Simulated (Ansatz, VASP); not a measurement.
# One calculation of LaRe, two programs

Contents of INCAR:

```
ALGO     = Normal         # electronic algorithm
EDIFF    = 1E-6           # SCF threshold, eV
ENCUT    = 520            # plane-wave cutoff, eV
GGA      = PS             # functional
ISIF     = 2              # what is computed and relaxed
ISMEAR   = 0              # smearing method
LASPH    = T              # aspherical terms in the spheres
LCHARG   = T              # write CHGCAR
LELF     = T              # ELF
LREAL    = F              # projectors in reciprocal space
LVHAR    = T            
LWAVE    = F              # write WAVECAR
NBANDS   = 16             # bands
NELM     = 80             # most SCF steps
PREC     = Accurate       # precision mode
SIGMA    = 0.05           # smearing width, eV
```

Contents of KPOINTS:

```
k-points
0
Gamma
  8 8 8
```

Contents of POSCAR:

```
LaRe
1.0
    3.5765768373      0.0000000000      0.0000000000
    0.0000000000      3.5765768373      0.0000000000
    0.0000000000      0.0000000000      3.5765768373
La Re
1 1
Direct
    0.0000000000      0.0000000000      0.0000000000
    0.5000000000      0.5000000000      0.5000000000
```

Input for Ansatz:

```yaml
crystal:
  lattice:
    - [3.5765768373, 0.0, 0.0]
    - [0.0, 3.5765768373, 0.0]
    - [0.0, 0.0, 3.5765768373]
  atoms:
    - { symbol: La, position: [0.0, 0.0, 0.0] }
    - { symbol: Re, position: [0.5, 0.5, 0.5] }
basis:
  ecutwfc: 420
  ecutrho_ratio: 4
kpoints:
  mp_grid: { grid: [8, 8, 8] }
hamiltonian:
  xc: pbesol
scf:
  occupations: { method: gaussian, width: 0.05 }
output:
  forces: true
  stress: true
  eigenvalues: true
```

Alike in both runs: task single point; functional PBEsol; k mesh 8 × 8 × 8; occupations gaussian, width 0.05 eV; no spin polarisation.

|  | VASP | Ansatz |
| --- | --- | --- |
| version | VASP 6.6.1 | Ansatz 0.2.0 |
| potentials or method | VASP PAW PBE potentials, release 64 (La, Re), cutoff 520 eV | scalar-relativistic, plane waves, PAW |
| valence electrons in the cell | 18 | 26 |

Ansatz gave:

* gap on the k mesh at the Fermi level (eV): none
* pressure (GPa): -4.4

Question: Which values does VASP return?

Answer: gap on the k mesh at the Fermi level (eV): none; pressure (GPa): -4.5.

VASP's potentials were made for PBE, not for PBEsol. A gap of «none» marks a metal or a gap that the smearing closes. With one functional, cell and mesh, what is left measures potentials, basis and numerics. VASP's potentials hold 18 valence electrons a cell and Ansatz's 26, so a difference there can come from the potentials and not from the codes.

Spin-orbit coupling is off throughout.
